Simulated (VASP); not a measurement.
# CdTe in VASP: further runs

The runs below take CdTe through single point, with PBEsol.

Program: VASP 6.6.1. These are calculated values, not measurements. Logs are shortened: lines on timing, memory, paths and dates and some standing lists are left out, and cuts for length are marked.

### 1 The cell of the first run

The cell holds a slab with vacuum, 6 atoms: a = 4.589 Å, b = 4.589 Å, c = 15.430 Å, α = 90.00°, β = 90.00°, γ = 120.00°.

### 2 Single point, PBEsol

Input file INCAR:

```
  PREC = Accurate
  ENCUT = 520
  EDIFF = 1E-6
  ISMEAR = 0
  SIGMA = 0.05
  LREAL = F
  LASPH = T
  NELM = 60
  ALGO = Normal
  ISIF = 2
  LWAVE = F
  LCHARG = F
  LDIPOL = T
  IDIPOL = 3
  DIPOL = 0.5 0.5 0.500
  GGA = PS
  NBANDS = 36
```

Input file KPOINTS:

```
Automatic mesh
0
Gamma
  6 6 1
```

Input file POSCAR:

```
CdTe
1.0
    4.5886584790      0.0000000000      0.0000000000
   -2.2943292395      3.9738948121      0.0000000000
    0.0000000000      0.0000000000     15.4299039080
Te Cd
3 3
Direct
    0.0000000000      0.0000000000      0.2268322616
    0.3333333333      0.6666666667      0.4696480291
    0.6666666667      0.3333333333      0.7124637965
    0.3333333333      0.6666666667      0.2875362035
    0.6666666667      0.3333333333      0.5303519709
    0.0000000000      0.0000000000      0.7731677384
```

Potentials or basis: VASP PAW PBE potentials, release 64 (Te, Cd).

Launch:

```sh
$ cat potpaw_PBE.64/Te/POTCAR potpaw_PBE.64/Cd/POTCAR > POTCAR
$ mpirun -np 1 vasp_std > vasp.out
```

OUTCAR:

```text
PREC = Accurate
   ENCUT = 520
   EDIFF = 1E-6
   ISMEAR = 0
   LREAL = F
   LASPH = T
   NELM = 60
   ISIF = 2
   GGA = PS

 ion  position               nearest neighbor table
   1  0.000  0.000  0.227-   4 2.81   4 2.81   4 2.81
   2  0.333  0.667  0.470-   5 2.81   5 2.81   4 2.81   5 2.81
   3  0.667  0.333  0.712-   6 2.81   5 2.81   6 2.81   6 2.81
   4  0.333  0.667  0.288-   1 2.81   2 2.81   1 2.81   1 2.81
   5  0.667  0.333  0.530-   2 2.81   2 2.81   3 2.81   2 2.81
   6  0.000  0.000  0.773-   3 2.81   3 2.81   3 2.81

  LATTYP: Found a hexagonal cell.
 ALAT       =     4.5886584790
 C/A-ratio  =     3.3626176318

  Lattice vectors:

 A1 = (   4.5886584790,   0.0000000000,   0.0000000000)
 A2 = (  -2.2943292395,   3.9738948121,   0.0000000000)
 A3 = (   0.0000000000,   0.0000000000,  15.4299039080)

Analysis of symmetry for initial positions (statically):
=====================================================================
 Subroutine PRICEL returns:
 Original cell was already a primitive cell.

 Routine SETGRP: Setting up the symmetry group for a
 hexagonal supercell.

 Subroutine GETGRP returns: Found  6 space group operations
 (whereof  6 operations were pure point group operations)
 out of a pool of 24 trial point group operations.

The static configuration has the point symmetry C_3v.

Analysis of symmetry for dynamics (positions and initial velocities):
=====================================================================
 Subroutine PRICEL returns:
 Original cell was already a primitive cell.

 Routine SETGRP: Setting up the symmetry group for a
 hexagonal supercell.

 Subroutine GETGRP returns: Found  6 space group operations
 (whereof  6 operations were pure point group operations)
 out of a pool of 24 trial point group operations.

The dynamic configuration has the point symmetry C_3v.

 Subroutine INISYM returns: Found  6 space group operations
 (whereof  6 operations are pure point group operations),
 and found     1 'primitive' translations

----------------------------------------------------------------------------------------

                                     Primitive cell

  volume of cell :     281.3619

  direct lattice vectors                    reciprocal lattice vectors
     4.588658479  0.000000000  0.000000000     0.217928618  0.125821146  0.000000000
    -2.294329240  3.973894812  0.000000000     0.000000000  0.251642292  0.000000000
     0.000000000  0.000000000 15.429903908     0.000000000  0.000000000  0.064809218

  length of vectors
     4.588658479  4.588658479 15.429903908     0.251642292  0.251642292  0.064809218

  position of ions in fractional coordinates (direct lattice)
     0.000000000  0.000000000  0.226832262
     0.333333333  0.666666667  0.469648029
     0.666666667  0.333333333  0.712463797
     0.333333333  0.666666667  0.287536203
     0.666666667  0.333333333  0.530351971
     0.000000000  0.000000000  0.773167738

  ion indices of the primitive-cell ions
   primitive index   ion index
                 1           1
                 2           2
                 3           3
                 4           4
                 5           5
                 6           6

----------------------------------------------------------------------------------------

 KPOINTS: Automatic mesh

Automatic generation of k-mesh.
 Grid dimensions read from file:
 generate k-points for:    6    6    1

 Generating k-lattice:

  Cartesian coordinates                     Fractional coordinates (reciprocal lattice)
     0.036321436  0.020970191  0.000000000     0.166666667  0.000000000  0.000000000
     0.000000000  0.041940382  0.000000000     0.000000000  0.166666667  0.000000000
     0.000000000  0.000000000  0.064809218     0.000000000  0.000000000  1.000000000

  Length of vectors
     0.041940382  0.041940382  0.064809218

  Shift w.r.t. Gamma in fractional coordinates (k-lattice)
     0.000000000  0.000000000  0.000000000

 Subroutine IBZKPT returns following result:
 ===========================================

 Found      7 irreducible k-points:

 Following reciprocal coordinates:
            Coordinates               Weight
  0.000000  0.000000  0.000000      1.000000
  0.166667  0.000000  0.000000      6.000000
  0.333333  0.000000  0.000000      6.000000
  0.500000 -0.000000  0.000000      3.000000
  0.166667  0.166667  0.000000      6.000000
  0.333333  0.166667  0.000000     12.000000
  0.333333  0.333333  0.000000      2.000000
   k-points           NKPTS =      7   k-points in BZ     NKDIM =      7   number of bands    NBANDS=     36
   number of dos      NEDOS =    301   number of ions     NIONS =      6
   total plane-waves  NPLWV = 155520
   dimension x,y,z NGX =    36 NGY =   36 NGZ =  120
   dimension x,y,z NGXF=    72 NGYF=   72 NGZF=  240
   ions per type =               3   3
   NGX,Y,Z   is equivalent  to a cutoff of  13.04, 13.04, 12.93 a.u.
   NGXF,Y,Z  is equivalent  to a cutoff of  26.09, 26.09, 25.86 a.u.
 SYSTEM =  unknown system
   PREC   = accura    normal or accurate (medium, high low for compatibility)
   ISTART =      0    job   : 0-new  1-cont  2-samecut
   ICHARG =      2    charge: 1-file 2-atom 10-const
   ISPIN  =      1    spin polarized calculation?
   LNONCOLLINEAR =      F non collinear calculations
   LSORBIT =      F    spin-orbit coupling
   LASPH  =      T    aspherical Exc in radial PAW
   ENCUT  =  520.0 eV  38.22 Ry    6.18 a.u.   8.53  8.53 28.69*2*pi/ulx,y,z
   NELM   =     60;   NELMIN=  2; NELMDL= -5     # of ELM steps
   EDIFF  = 0.1E-05   stopping-criterion for ELM
   LREAL  =      F    real-space projection
   EDIFFG = 0.1E-04   stopping-criterion for IOM
   NSW    =      0    number of steps for IOM
   IBRION =     -1    ionic relax: 0-MD 1-quasi-New 2-CG
   NFREE  =      0    steps in history (QN), initial steepest desc. (CG)
   ISIF   =      2    stress and relaxation
   ISYM   =      2    0-nonsym 1-usesym 2-fastsym
   POTIM  = 0.5000    time-step for ionic-motion
   TEBEG  =    0.0;   TEEND  =   0.0 temperature during run
   PSTRESS=    0.0 pullay stress
   NELECT =      54.0000    total number of electrons
   NUPDOWN=      -1.0000    fix difference up-down
   EMIN   =  10.00;   EMAX   =-10.00  energy-range for DOS
   EFERMI =   0.00;   METHOD = LEGACY
   ISMEAR =     0;   SIGMA  =   0.05  broadening in eV -4-tet -1-fermi 0-gaus
   EFERMI_NEDOS =   21; number of points for ismear=-14 and -15
   IALGO  =     38    algorithm
   IMIX   =      4    mixing-type and parameters
     AMIX     =   0.40;   BMIX     =  1.00
     AMIX_MAG =   1.60;   BMIX_MAG =  1.00
  volume/ion in A,a.u.               =      46.89       316.45
  Fermi-wavevector in a.u.,A,eV,Ry     =   0.944317  1.784500 12.132777  0.891734
  Thomas-Fermi vector in A             =   2.072110
   LORBIT       =      0    0 simple, 1 ext, 2 COOP (PROOUT), +10 PAW based schemes
   GGA     = PS    functional components
   LHFCALC =     F    Hartree Fock is set to
   AEXX    =    0.0000 exact exchange contribution
   IVDW    =     0    specifies the selected vdW correction
   LEPSILON=     F    determine dielectric tensor
   LRPA    =     F    only Hartree local field effects (RPA)
 non-spin polarized calculation
 Gauss-broadening in eV      SIGMA  =   0.05
  energy-cutoff  :      520.00
  volume of cell :      281.36
 maximum number of plane-waves:      7671
 NGX is ok and might be reduce to    36
   NGX = 17   NGY = 17   NGZ = 57

 dipolmoment           0.000000      0.000000      0.000416 electrons x Angstroem

 number of electron      54.0000011 magnetization

 dipolmoment           0.000000      0.000000     -0.323866 electrons x Angstroem

 Free energy of the ion-electron system (eV)
  ---------------------------------------------------
  ext. energy  EPLUGINS =         0.00000000
  ---------------------------------------------------
  free energy    TOTEN  =       -14.95812366 eV

  energy without entropy =      -14.95555252  energy(sigma->0) =      -14.95683809

 E-fermi :   0.8912     XC(G=0):  -6.9538

 val. band max:        0.8131888296   @ k =   0.0000   0.0000   0.0000
 cond. band min:       0.9061896315   @ k =   0.5000  -0.0000   0.0000
 fundamental gap:      0.0930008019
 Fermi energy:         0.8911570160

 k-point     1 :       0.0000    0.0000    0.0000
  band No.  band energies     occupation
      1     -11.7045      2.00000
      2     -10.7044      2.00000
      3      -9.3784      2.00000
      4      -8.9232      2.00000
      5      -8.9232      2.00000
      6      -8.7436      2.00000
[... 28 lines left out ...]
     35       5.1250      0.00000
     36       5.2705      0.00000

 k-point     2 :       0.1667    0.0000    0.0000
  band No.  band energies     occupation
      1     -11.6366      2.00000
      2     -10.6400      2.00000
      3      -9.3140      2.00000
      4      -8.9029      2.00000
      5      -8.8835      2.00000
      6      -8.7382      2.00000
[... 28 lines left out ...]
     35       5.2607      0.00000
     36       5.6510      0.00000

 k-point     3 :       0.3333    0.0000    0.0000
  band No.  band energies     occupation
      1     -11.5014      2.00000
      2     -10.5126      2.00000
      3      -9.1894      2.00000
      4      -8.8676      2.00000
      5      -8.8155      2.00000
      6      -8.7352      2.00000
[... 28 lines left out ...]
     35       5.5900      0.00000
     36       6.0885      0.00000

 k-point     4 :       0.5000   -0.0000    0.0000
  band No.  band energies     occupation
      1     -11.4349      2.00000
      2     -10.4504      2.00000
      3      -9.1301      2.00000
      4      -8.8537      2.00000
      5      -8.8023      2.00000
      6      -8.7243      2.00000
[... 28 lines left out ...]
     35       5.4025      0.00000
     36       6.1742      0.00000

 k-point     5 :       0.1667    0.1667    0.0000
  band No.  band energies     occupation
      1     -11.5352      2.00000
      2     -10.5443      2.00000
      3      -9.2201      2.00000
      4      -8.8795      2.00000
      5      -8.8217      2.00000
      6      -8.7417      2.00000
[... 28 lines left out ...]
     35       5.4874      0.00000
     36       5.6448      0.00000

 k-point     6 :       0.3333    0.1667    0.0000
  band No.  band energies     occupation
      1     -11.4358      2.00000
      2     -10.4512      2.00000
      3      -9.1307      2.00000
      4      -8.8593      2.00000
      5      -8.7859      2.00000
      6      -8.7331      2.00000
[... 28 lines left out ...]
     35       5.6538      0.00000
     36       5.9755      0.00000

 k-point     7 :       0.3333    0.3333    0.0000
  band No.  band energies     occupation
      1     -11.4040      2.00000
      2     -10.4216      2.00000
      3      -9.1028      2.00000
      4      -8.8577      2.00000
      5      -8.7591      2.00000
      6      -8.7338      2.00000
[... 28 lines left out ...]
     35       5.7268      0.00000
     36       6.4783      0.00000

------------------------ aborting loop because EDIFF is reached ----------------------------------------

 vacuum level on the upper side and lower side of the slab       (xc-potential included)        -2.837         0.281

  FORCE on cell =-STRESS in cart. coord.  units (eV):
  Direction    XX          YY          ZZ          XY          YZ          ZX
  --------------------------------------------------------------------------------------
  -------------------------------------------------------------------------------------
  Total       -0.9569325     -0.9569325      1.2920929      0.0000000     -0.0000000     -0.0000000
  in kB       -5.4491223     -5.4491223      7.3576479      0.0000000     -0.0000000     -0.0000000
  external PRESSURE =      -1.1801989 kB  Pullay stress =       0.0000000 kB

 VOLUME and BASIS-vectors are now :
 -----------------------------------------------------------------------------
  energy-cutoff  :      520.00
  volume of cell :      281.36
      direct lattice vectors                 reciprocal lattice vectors
     4.588658479  0.000000000  0.000000000     0.217928618  0.125821146  0.000000000
    -2.294329240  3.973894812  0.000000000     0.000000000  0.251642292  0.000000000
     0.000000000  0.000000000 15.429903908     0.000000000  0.000000000  0.064809218

 POSITION                                       TOTAL-FORCE (eV/Angst)
 -----------------------------------------------------------------------------------
      0.00000      0.00000      3.50000         0.000000     -0.000000      0.179269
     -0.00000      2.64926      7.24662         0.000000     -0.000000      0.588599
      2.29433      1.32463     10.99325         0.000000     -0.000000      0.848826
     -0.00000      2.64926      4.43666        -0.000000     -0.000000     -0.543788
      2.29433      1.32463      8.18328        -0.000000      0.000000     -0.591389
      0.00000      0.00000     11.92990         0.000000     -0.000000     -0.481517
 -----------------------------------------------------------------------------------
    total drift:                                0.000000     -0.000000     -0.014043

  FREE ENERGIE OF THE ION-ELECTRON SYSTEM (eV)
  ---------------------------------------------------
  free  energy   TOTEN  =       -14.9581236585 eV

  energy  without entropy=      -14.9555525202  energy(sigma->0) =      -14.95683809

 vacuum level on the upper side and lower side of the slab         2.305         5.520
```

It took 3.2 min on 1 thread of Intel Xeon 8259CL, shared host; peak memory 0.4 GiB.

What came out:

| Property | Result |
| --- | --- |
| Free energy | -14.9581 eV |
| Largest force | 0.849 eV/Å |
| Band gap on the k mesh | zero (bands 27 and 28 overlap by 0.17 eV) |

Forces on the atoms (eV/Å):
```
Te   0.000  0.000  0.179
Te   0.000  0.000  0.589
Te   0.000  0.000  0.849
Cd   0.000  0.000 -0.544
Cd   0.000  0.000 -0.591
Cd   0.000  0.000 -0.482
```

Caveat: the PAW data sets were made with another functional, which shifts forces and pressure a little; spin-orbit coupling is left out, which moves the levels of the heavy elements.

### 3 Single point, PBEsol

This run uses another cell than the first one.

Input file INCAR:

```
SYSTEM = CdTe
ALGO = Normal ; DIPOL = 0.5 0.5 0.500
EDIFF = 1E-6 ; ENCUT = 520
GGA = PS ; IDIPOL = 3
ISIF = 2 ; ISMEAR = 0
LASPH = .True. ; LCHARG = .False.
LDIPOL = .True. ; LREAL = .False.
LWAVE = .False. ; NBANDS = 36
NELM = 100 ; PREC = Accurate
SIGMA = 0.05
```

Input file KPOINTS:

```
k-points
0
Gamma
  6 6 1
  0 0 0
```

Input file POSCAR:

```
CdTe
1.0
    4.5886584790      0.0000000000      0.0000000000
   -2.2943292395      3.9738948121      0.0000000000
    0.0000000000      0.0000000000     23.4299039080
Te Cd
3 3
Direct
    0.0000000000      0.0000000000      0.3201037456
    0.3333333333      0.6666666667      0.4800115273
    0.6666666667      0.3333333333      0.6399193090
    0.3333333333      0.6666666667      0.3600806910
    0.6666666667      0.3333333333      0.5199884727
    0.0000000000      0.0000000000      0.6798962544
```

Potentials or basis: VASP PAW PBE potentials, release 64 (Te, Cd).

Launch:

```sh
$ cat potpaw_PBE.64/Te/POTCAR potpaw_PBE.64/Cd/POTCAR > POTCAR
$ mpirun -np 1 vasp_std > vasp.out
```

OUTCAR:

```text
SYSTEM = CdTe
   EDIFF = 1E-6
   ENCUT = 520
   GGA = PS
   ISIF = 2
   ISMEAR = 0
   LASPH = .True.
   LREAL = .False.
   NELM = 100
   PREC = Accurate

 ion  position               nearest neighbor table
   1  0.000  0.000  0.320-   4 2.81   4 2.81   4 2.81
   2  0.333  0.667  0.480-   5 2.81   5 2.81   5 2.81   4 2.81
   3  0.667  0.333  0.640-   6 2.81   6 2.81   6 2.81   5 2.81
   4  0.333  0.667  0.360-   1 2.81   1 2.81   1 2.81   2 2.81
   5  0.667  0.333  0.520-   2 2.81   2 2.81   2 2.81   3 2.81
   6  0.000  0.000  0.680-   3 2.81   3 2.81   3 2.81
[... 468 lines left out ...]
  Total       -0.9811880     -0.9811880      1.2506444      0.0000000     -0.0000000     -0.0000000
  in kB       -3.6795116     -3.6795116      4.6899889      0.0000000     -0.0000000     -0.0000000
  external PRESSURE =      -0.8896781 kB  Pullay stress =       0.0000000 kB

 VOLUME and BASIS-vectors are now :
 -----------------------------------------------------------------------------
  energy-cutoff  :      520.00
  volume of cell :      427.24
      direct lattice vectors                 reciprocal lattice vectors
     4.588658479  0.000000000  0.000000000     0.217928618  0.125821146  0.000000000
    -2.294329240  3.973894812  0.000000000     0.000000000  0.251642292  0.000000000
     0.000000000  0.000000000 23.429903908     0.000000000  0.000000000  0.042680499

 POSITION                                       TOTAL-FORCE (eV/Angst)
 -----------------------------------------------------------------------------------
      0.00000      0.00000      7.50000        -0.000000     -0.000000      0.184208
     -0.00000      2.64926     11.24662         0.000000      0.000000      0.574869
      2.29433      1.32463     14.99325         0.000000     -0.000000      0.841148
     -0.00000      2.64926      8.43666        -0.000000      0.000000     -0.542788
      2.29433      1.32463     12.18328         0.000000     -0.000000     -0.587582
      0.00000      0.00000     15.92990        -0.000000     -0.000000     -0.469856
 -----------------------------------------------------------------------------------
    total drift:                                0.000000     -0.000000      0.000516

  FREE ENERGIE OF THE ION-ELECTRON SYSTEM (eV)
  ---------------------------------------------------
  free  energy   TOTEN  =       -14.9609563954 eV

  energy  without entropy=      -14.9582466298  energy(sigma->0) =      -14.95960151

 vacuum level on the upper side and lower side of the slab         1.770         4.889
```

OSZICAR:

```text
N       E                     dE             d eps       ncg     rms          rms(c)
DAV:   1     0.370583528177E+03    0.37058E+03   -0.20986E+04   504   0.118E+03
DAV:   2     0.104087353067E+02   -0.36017E+03   -0.34918E+03   608   0.272E+02
DAV:   3    -0.158911322707E+02   -0.26300E+02   -0.26154E+02   584   0.766E+01
[... 33 lines left out ...]
DAV:  37    -0.149609489071E+02   -0.50362E-05   -0.81309E-07   404   0.457E-03    0.509E-03
DAV:  38    -0.149609509922E+02   -0.20850E-05   -0.71428E-08   420   0.117E-03    0.558E-03
DAV:  39    -0.149609545564E+02   -0.35642E-05   -0.97488E-08   364   0.807E-04    0.142E-03
DAV:  40    -0.149609557449E+02   -0.11886E-05   -0.19730E-08   404   0.410E-04    0.106E-03
DAV:  41    -0.149609563954E+02   -0.65049E-06   -0.90929E-08   368   0.675E-04
   1 F= -.14960956E+02 E0= -.14959602E+02  d E =-.270977E-02
```

stdout:

```text
POSCAR found type information on POSCAR TeCd
 POSCAR found :  2 types and       6 ions
 scaLAPACK will be used
 -----------------------------------------------------------------------------
|                                                                             |
|                                                                             |
|     You enforced a specific xc type in the INCAR file but a different       |
|     I HOPE YOU KNOW WHAT YOU ARE DOING!                                     |
|                                                                             |
 -----------------------------------------------------------------------------

 LDA part: xc-table for (Slater+PW92), standard interpolation
 POSCAR, INCAR and KPOINTS ok, starting setup
 FFT: planning ... GRIDC
 FFT: planning ... GRID_SOFT
 FFT: planning ... GRID
 WAVECAR not read
 entering main loop
```

Wall time 9.5 min (1 thread of Intel Xeon 8259CL, shared host); peak memory 0.55 GiB.

What came out:

| Item | Value |
| --- | --- |
| Free energy | -14.9610 eV |
| Largest force | 0.841 eV/Å |
| Band gap on the k mesh | zero (bands 27 and 28 overlap by 0.17 eV) |

Forces on the atoms (eV/Å):
```
Te   0.000  0.000  0.184
Te   0.000  0.000  0.575
Te   0.000  0.000  0.841
Cd   0.000  0.000 -0.543
Cd   0.000  0.000 -0.588
Cd   0.000  0.000 -0.470
```

Caveat: the PAW data sets were made with another functional, which shifts forces and pressure a little; spin-orbit coupling is left out, which moves the levels of the heavy elements.

The gap in the log of VASP goes by the Fermi energy; the results here count the filled bands.